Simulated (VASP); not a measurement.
WS: single point with r2SCAN50

Crystal: WS.

```
W S
1.0
     3.44485    0.00000    0.00000
     0.00000    3.44485    0.00000
     0.00000    0.00000    3.44485
W S
1 1
Direct
  0.50000 0.50000 0.50000
  0.00000 0.00000 0.00000
```

```yaml
Program: VASP 6.6.1
Task: single point
Functional: r2SCAN50
Potentials_or_basis: VASP PAW PBE potentials, release 64 (W_sv, S)
Cutoff: 520 eV
k_mesh: 4 × 4 × 4
Occupations: fermi-dirac, width 0.05 eV
Spin: no spin polarisation
```

| Quantity | Value |
| --- | --- |
| Pressure | -44.1 GPa |
| Band gap on the k mesh | zero (bands 10 and 11 overlap by 3.52 eV) |

Levels at points of the mesh, in eV from the Fermi level:
```csv
k point,band 7,band 8,band 9,band 10,band 11,band 12,band 13,band 14
"(0.00, 0.00, 0.00)",-6.02,-5.03,-5.03,-5.03,-1.98,1.54,1.54,1.54
"(0.50, 0.00, 0.00)",-6.00,-6.00,-5.34,0.84,1.93,3.46,3.46,4.08
"(0.50, 0.50, 0.00)",-8.48,-6.03,-3.76,-1.54,-1.54,-1.29,1.52,3.37
"(0.50, 0.50, 0.50)",-9.21,-9.21,1.53,1.53,2.42,2.42,2.42,4.07
```

It took 9 min on 1 thread of AMD EPYC 7R13 Processor (Zen 3), on a shared host, peak memory 0.14 GiB.

Caveat: the k points lie up to 0.46 Å⁻¹ apart, too coarse for converged energies and pressures of a metal; the PAW data sets were made with another functional, which shifts forces and pressure a little; spin-orbit coupling is left out, which moves the levels of the heavy elements.
